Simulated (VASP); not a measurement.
Set up this calculation in VASP 6.6.1, as the native input.

| Quantity | Value |
| --- | --- |
| Task | relaxation of cell and atoms |
| Functional | PBE |
| Potentials or basis | VASP PAW PBE potentials, release 64 (Bi_d, Te) |
| Cutoff | 600 eV |
| k mesh | 8 × 8 × 4 |
| Occupations | gaussian, width 0.1 eV |
| Spin | no spin polarisation |
| Dipole correction | no |
| Further INCAR settings | ALGO = Fast; EDIFF = 1e-07; IBRION = 2; EDIFFG = -0.01; NSW = 100; ISIF = 3 |

The structure of Bi2Te lies in POSCAR:

```
Bi2Te
1.0
    4.4334922171      0.0000000000      0.0000000000
    0.0000000000      4.4334922171      0.0000000000
    0.0000000000      0.0000000000     11.4192579040
Bi Te
4 2
Direct
    0.0000000000      0.5000000000      0.3045351119
    0.0000000000      0.5000000000      0.8045351119
    0.5000000000      0.0000000000      0.1954648881
    0.5000000000      0.0000000000      0.6954648881
    0.0000000000      0.0000000000      0.0000000000
    0.5000000000      0.5000000000      0.5000000000
```

The input as run:

INCAR

```
PREC = Accurate
ENCUT = 600
EDIFF = 1E-7
ISMEAR = 0
SIGMA = 0.1
LREAL = F
LASPH = T
NELM = 80
ALGO = Fast
ISIF = 3
LWAVE = F
LCHARG = F
GGA = PE
IBRION = 2
NSW = 100
EDIFFG = -0.01
```

KPOINTS

```
regular mesh
0
Gamma
  8 8 4
```

Potentials or basis: VASP PAW PBE potentials, release 64 (Bi_d, Te).

Command:

```bash
$ cat potpaw_PBE.64/Bi_d/POTCAR potpaw_PBE.64/Te/POTCAR > POTCAR
$ mpirun -np 1 vasp_std > vasp.out
```

Results of the run:

| Quantity | Value |
| --- | --- |
| Pressure after relaxing | 0.0 GPa |
| Band gap on the k mesh | zero (bands 36 and 37 overlap by 0.65 eV) |

Caveat: the relaxation stopped at its first step, so nothing moved; spin-orbit coupling is left out, which moves the levels of the heavy elements.

Wall time 11 min on 1 thread of Oxide Virtual Turin-like Processor, with other jobs on the host, peak memory 0.58 GiB.
